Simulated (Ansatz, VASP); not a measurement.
# One calculation of ZnSiP2, two programs

```xyz
8
Lattice="-2.6764 2.6764 5.2090 2.6764 -2.6764 5.2090 2.6764 2.6764 -5.2090" Properties=species:S:1:pos:R:3 pbc="T T T"
Zn    0.0000    0.0000    0.0000
Zn    0.0000    2.6764    2.6045
Si    0.0000    0.0000    5.2090
Si    2.6764    0.0000    2.6045
P     1.4244    1.3382    1.3022
P     1.2520    1.3382    6.5112
P     1.3382    3.9284   -1.3022
P     1.3382   -1.2520    3.9067
```

Alike in both runs: functional PBE; dispersion D3(BJ); k mesh 8 × 8 × 8; occupations gaussian, width 0.02 eV; no spin polarisation.

Ansatz relaxed the structure, and its values are those at the end. VASP's run is a single point on that final structure, the one shown.

|  | VASP | Ansatz |
| --- | --- | --- |
| version | VASP 6.6.1 | Ansatz 0.2.0 |
| potentials or method | VASP PAW PBE potentials, release 64 (Zn, Si, P), cutoff 520 eV | scalar-relativistic, plane waves, PAW |
| valence electrons in the cell | 52 | 52 |

|  | VASP | Ansatz | Ansatz less VASP |
| --- | --- | --- | --- |
| gap on the k mesh at the Fermi level (eV) | 1.28 | 1.27 | -0.003 |
| least direct gap on the mesh (eV) | 1.28 | 1.27 | -0.003 |
| pressure (GPa) | 0.0 | 0.0 | 0.00 |
| rms of the force components (eV/Å) | 0.013 | 0.000 | -0.0124 |
